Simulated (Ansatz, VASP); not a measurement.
## LiCl: VASP beside Ansatz

```
CELL_PARAMETERS angstrom
3.27112 0.05234 0.00000
0.05234 3.27112 0.00000
0.00000 0.00000 3.27112
ATOMIC_POSITIONS crystal
Li 0.00000 0.00000 0.00000
Cl 0.50000 0.50000 0.50000
```

Change from the starting cell: shear_xy strain +3.2%.

Alike in both runs: task single point; functional PBE; k mesh 8 × 8 × 8; occupations fermi-dirac, width 0.02 eV; no spin polarisation.

```csv
,VASP,Ansatz
version,VASP 6.6.1,Ansatz 0.2.0
potentials or method,"VASP PAW PBE potentials, release 64 (Li_sv, Cl)","plane waves, PAW"
plane-wave cutoff (eV),520,420
valence electrons in the cell,10,10
```

Ansatz gave:

* gap on the k mesh at the Fermi level (eV): 4.43

Task: Estimate VASP's values.

Result: gap on the k mesh at the Fermi level (eV): 4.44.

Noted on VASP's run: the cutoff is under 1.25 times that of the potentials, so the pressure is a little rough.
